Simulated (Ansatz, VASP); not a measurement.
**One calculation of AgI, two programs**

INCAR

```
PREC = Accurate
ENCUT = 500
EDIFF = 1E-6
ISMEAR = 1
SIGMA = 0.172
LREAL = False
LASPH = True
NELM = 120
ALGO = Normal
ISIF = 2
LWAVE = False
LCHARG = False
GGA = PS
NBANDS = 26
GGA_COMPAT = False
```

Contents of KPOINTS:

```
Automatic mesh
0
Gamma
  6 6 2
```

The input POSCAR:

```
AgI
1.0
    4.6508717364      0.0000000000      0.0000000000
   -2.3254358682      4.0277730735      0.0000000000
    0.0000000000      0.0000000000      7.5992966317
Ag I
2 2
Direct
    0.3333333333      0.6666666667      0.0000048555
    0.6666666667      0.3333333333      0.5000048555
    0.3333333333      0.6666666667      0.3749951445
    0.6666666667      0.3333333333      0.8749951445
```

Input for Ansatz:

```yaml
crystal:
  lattice:
    - [4.6508717364, 0.0, 0.0]
    - [-2.3254358682, 4.0277730735, 0.0]
    - [0.0, 0.0, 7.5992966317]
  atoms:
    - { symbol: Ag, position: [0.3333333333, 0.6666666667, 4.8555e-06] }
    - { symbol: Ag, position: [0.6666666667, 0.3333333333, 0.5000048555] }
    - { symbol: I, position: [0.3333333333, 0.6666666667, 0.3749951445] }
    - { symbol: I, position: [0.6666666667, 0.3333333333, 0.8749951445] }
kpoints:
  mp_grid: { grid: [6, 6, 2] }
hamiltonian:
  xc: pbesol
scf:
  occupations: { method: cold, width: 0.2 }
  n_extra_bands: 5
output:
  forces: true
  stress: true
  eigenvalues: true
```

Alike in both runs: task single point; functional PBEsol; k mesh 6 × 6 × 2; no spin polarisation.

```csv
,VASP,Ansatz
version,VASP 6.6.1,Ansatz 0.2.0
potentials or method,"VASP PAW PBE potentials, release 64 (Ag, I)",plane waves
plane-wave cutoff (eV),500,420
occupations,"methfessel-paxton of order 1, width 0.172 eV","cold, width 0.2 eV"
valence electrons in the cell,36,72
```

```csv
,VASP,Ansatz,Ansatz less VASP
gap on the k mesh at the Fermi level (eV),1.24,1.23,-0.003
pressure (GPa),-1.8,-1.7,+0.04
rms of the force components (eV/Å),0.005,0.003,-0.0014
```

VASP's potentials were made for PBE, not for PBEsol. Atom by atom the forces differ by 0.001 eV/Å (rms over components). VASP's potentials hold 36 valence electrons a cell and Ansatz's 72, so a difference there can come from the potentials and not from the codes.

Spin-orbit coupling is off throughout.
